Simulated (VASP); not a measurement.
A run of VASP 6.6.1:

File INCAR:

```
  PREC = Accurate
  ENCUT = 520
  EDIFF = 1E-6
  ISMEAR = -1
  SIGMA = 0.1
  LREAL = F
  LASPH = T
  NELM = 150
  ALGO = Normal
  ISIF = 2
  LWAVE = F
  LCHARG = F
  ISPIN = 2
  MAGMOM = 7 0
  LORBIT = 11
  LMAXMIX = 6
  GGA = PS
  NBANDS = 26
```

KPOINTS

```
Automatic mesh
0
Gamma
  4 4 4
  0.5 0.5 0.5
```

File POSCAR:

```
GdTl
1.0
    3.7875662881      0.0000000000      0.0000000000
    0.0000000000      3.7875662881      0.0000000000
    0.0000000000      0.0000000000      3.7875662881
Gd Tl
1 1
Direct
    0.0000000000      0.0000000000      0.0000000000
    0.5000000000      0.5000000000      0.5000000000
```

Potentials or basis: VASP PAW PBE potentials, release 64 (Gd, Tl_d).

Command:

```console
$ cat potpaw_PBE.64/Gd/POTCAR potpaw_PBE.64/Tl_d/POTCAR > POTCAR
$ mpirun -np 1 vasp_std > vasp.out
```

Hardware: 1 thread of Oxide Virtual Turin-like Processor, on a shared host.

Q: Estimate the wall time of this run.

A: It took 28 s on 1 thread of Oxide Virtual Turin-like Processor, with other jobs on the host, peak memory 0.15 GiB. Counts: scf iterations 23, k points 4.
